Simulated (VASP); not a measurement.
## GaN (gallium nitride): single point with PBE

GaN (gallium nitride):

```
CELL_PARAMETERS angstrom
3.21820 0.00000 0.00000
-1.60910 2.78704 0.00000
0.00000 0.00000 5.24285
ATOMIC_POSITIONS crystal
Ga 0.33333 0.66667 0.00015
Ga 0.66667 0.33333 0.50015
N 0.33333 0.66667 0.37685
N 0.66667 0.33333 0.87685
```

```
Program                : VASP 6.6.1
Task                   : single point
Functional             : PBE
Potentials or basis    : VASP PAW PBE potentials, release 64 (Ga_d, N)
Cutoff                 : 520 eV
k mesh                 : 8 × 8 × 5
Occupations            : gaussian, width 0.01 eV
Spin                   : no spin polarisation
Dipole correction      : no
Further INCAR settings : ALGO = Normal; EDIFF = 1e-06; NBANDS = 26
```

| Property | Result |
| --- | --- |
| Pressure | 0.2 GPa |
| Band gap on the k mesh | 1.72 eV, direct |

Levels at points of the mesh, in eV from the valence-band top:
```
           k point  band 14  band 15  band 16  band 17  band 18  band 19  band 20  band 21  band 22  band 23
(0.00, 0.00, 0.00)    -1.00    -1.00    -0.04     0.00     0.00     1.72     4.07     9.02     9.73     9.73
(0.50, 0.00, 0.00)    -5.19    -4.07    -2.64    -2.12    -0.96     4.98     5.38     5.98     8.35    10.17
```

Wall time 17 s on 1 thread of Intel(R) Xeon(R) Platinum 8488C (Sapphire Rapids), with other jobs on the host, peak memory 0.17 GiB.

Expect the measured gap to be larger: semilocal functionals such as PBE lack the derivative discontinuity.
